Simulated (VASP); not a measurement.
Wanted: the native input for a VASP 6.6.1 run.

| Item | Value |
| --- | --- |
| Task | single point |
| Functional | LDA |
| Potentials or basis | VASP PAW LDA potentials, release 64 (Cr_pv, Co, Pt) |
| Cutoff | 520 eV |
| k mesh | 8 × 8 × 8 |
| Occupations | fermi-dirac, width 0.05 eV |
| Spin | collinear spin, ferromagnetic start |
| Starting moments | [3.0, 2.0, 0.0, 0.0] μB |
| Dipole correction | no |
| Further INCAR settings | ALGO = Normal; EDIFF = 1e-06; NBANDS = 32 |

The structure of CrCoPt2 lies in POSCAR:

```
CrCoPt2
1.0
    3.6317488592      0.0000000000      0.0000000000
    0.0000000000      3.6317488592      0.0000000000
    0.0000000000      0.0000000000      3.5623281557
Cr Co Pt
1 1 2
Direct
    0.0000000000      0.0000000000      0.0000000000
    0.5000000000      0.5000000000      0.0000000000
    0.0000000000      0.5000000000      0.5000000000
    0.5000000000      0.0000000000      0.5000000000
```

These files were run (other wordings do the same):

INCAR

```
SYSTEM = CrCoPt2
  ALGO = Normal
  EDIFF = 1E-6
  ENCUT = 520
  GGA = CA
  ISIF = 2
  ISMEAR = -1
  ISPIN = 2
  LASPH = .TRUE.
  LCHARG = .FALSE.
  LMAXMIX = 4
  LORBIT = 11
  LREAL = .FALSE.
  LWAVE = .FALSE.
  MAGMOM = 3 2 0 0
  NBANDS = 32
  NELM = 150
  PREC = Accurate
  SIGMA = 0.05
```

KPOINTS

```
k-points
0
G
  8 8 8
  0 0 0
```

Potentials or basis: VASP PAW LDA potentials, release 64 (Cr_pv, Co, Pt).

Run with:

```console
$ cat potpaw_LDA.64/Cr_pv/POTCAR potpaw_LDA.64/Co/POTCAR potpaw_LDA.64/Pt/POTCAR > POTCAR
$ mpirun -np 1 vasp_std > vasp.out
```

It gave:

```
Pressure                                              : 28.7 GPa
Net moment                                            : 1.50 μB per cell
Site moments                                          : Cr +1.87; Co -0.40; Pt -0.03 μB
Valence electrons inside the program's atomic spheres : Cr 11.01; Co 8.51; Pt 9.87
```

Caveat: the cell stands under pressure; an empty level that is flat over the whole mesh can mark a ghost state of the potentials, or a narrow d or f band.

It took 3.9 min on 1 thread of Intel(R) Xeon(R) Platinum 8488C (Sapphire Rapids), with other jobs on the host, peak memory 0.28 GiB.
